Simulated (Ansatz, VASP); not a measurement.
## PbS: VASP beside Ansatz

Contents of INCAR:

```
  PREC = Accurate
  ENCUT = 520
  EDIFF = 1E-8
  ISMEAR = -1
  SIGMA = 0.01
  LREAL = F
  LASPH = T
  NELM = 60
  ALGO = Normal
  ISIF = 2
  LWAVE = F
  LCHARG = F
  LEFG = T
  NBANDS = 17
```

KPOINTS

```
regular mesh
0
Gamma
  7 7 7
```

The input POSCAR:

```
PbS
1.0
    0.0000000000      2.9451000715      2.9451000715
    2.9451000715      0.0000000000      2.9451000715
    2.9451000715      2.9451000715      0.0000000000
Pb S
1 1
Direct
    0.0000000000      0.0000000000      0.0000000000
    0.5000000000      0.5000000000      0.5000000000
```

Input for Ansatz:

```yaml
crystal:
  lattice:
    - [0.0, 2.9451000715, 2.9451000715]
    - [2.9451000715, 0.0, 2.9451000715]
    - [2.9451000715, 2.9451000715, 0.0]
  atoms:
    - { symbol: Pb, position: [0.0, 0.0, 0.0] }
    - { symbol: S, position: [0.5, 0.5, 0.5] }
kpoints:
  mp_grid: { grid: [7, 7, 7] }
scf:
  occupations: { method: fermi_dirac, width: 0.01 }
hamiltonian:
  xc: lda
  pseudopotentials: { kind: all_electron, datasets: crystal }
output:
  forces: true
  stress: true
  eigenvalues: true
  efg: { contact_densities: true }
```

Change from the starting cell: volume scaled by 0.98, crystal datasets.

Alike in both runs: task electric field gradients; functional LDA; k mesh 7 × 7 × 7; occupations fermi-dirac, width 0.01 eV; no spin polarisation.

|  | VASP | Ansatz |
| --- | --- | --- |
| version | VASP 6.6.1 | Ansatz 0.2.0 |
| potentials or method | VASP PAW LDA potentials, release 64 (Pb_d, S), cutoff 520 eV | all-electron PAW with datasets made for the crystal, scalar-relativistic |

```csv
,VASP,Ansatz,Ansatz less VASP
pressure (GPa),-1.4,-1.5,-0.04
```

LDA's correlation is that of Perdew and Zunger in VASP and of Perdew and Wang (1992) in Ansatz. Ansatz ran all-electron here, and VASP with PAW potentials.

Neither program's run includes spin-orbit coupling.
